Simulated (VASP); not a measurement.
A run of VASP 6.6.1 is set up as follows.

The input INCAR:

```
SYSTEM = MoP
ALGO = Normal ; DIPOL = 0.5 0.5 0.346
EDIFF = 1E-7 ; ENCUT = 520
GGA = PS ; IDIPOL = 3
ISIF = 2 ; ISMEAR = 0
LASPH = .TRUE. ; LCHARG = .FALSE.
LDIPOL = .TRUE. ; LREAL = .FALSE.
LWAVE = .FALSE. ; NBANDS = 38
NELM = 60 ; PREC = Accurate
SIGMA = 0.1
```

The input KPOINTS:

```
k-points
0
G
  12 12 1
  0 0 0
```

File POSCAR:

```
MoP
1.0
    3.2062346808      0.0000000000      0.0000000000
   -1.6031173404      2.7766806841      0.0000000000
    0.0000000000      0.0000000000     33.6219125844
P Mo
3 3
Direct
    0.6666666667      0.3333333333      0.2272793165
    0.6666666667      0.3333333333      0.3229031574
    0.6666666667      0.3333333333      0.4190108353
    0.0000000000      0.0000000000      0.2743394613
    0.0000000000      0.0000000000      0.3694613216
    0.0000000000      0.0000000000      0.4625743956
```

Potentials or basis: VASP PAW PBE potentials, release 64 (P, Mo_sv).

Run with:

```sh
$ cat potpaw_PBE.64/P/POTCAR potpaw_PBE.64/Mo_sv/POTCAR > POTCAR
$ mpirun -np 1 vasp_std > vasp.out
```

Problem. Estimate the band gap on the k mesh.

Solution. Zero (an odd number of electrons rules out a gap without spin polarisation).

Problem. Predict the largest force.

Solution. 0.964 eV/Å.

Forces in eV/Å, atoms in the order of the input:
```
P    0.000  0.000 -0.133
P    0.000  0.000 -0.021
P    0.000  0.000  0.718
Mo   0.000  0.000  0.111
Mo   0.000  0.000  0.290
Mo   0.000  0.000 -0.964
```

Caveat: the PAW data sets were made with another functional, which shifts forces and pressure a little; an odd number of electrons without spin polarisation forces a metal; a magnetic or distorted state may lie lower.
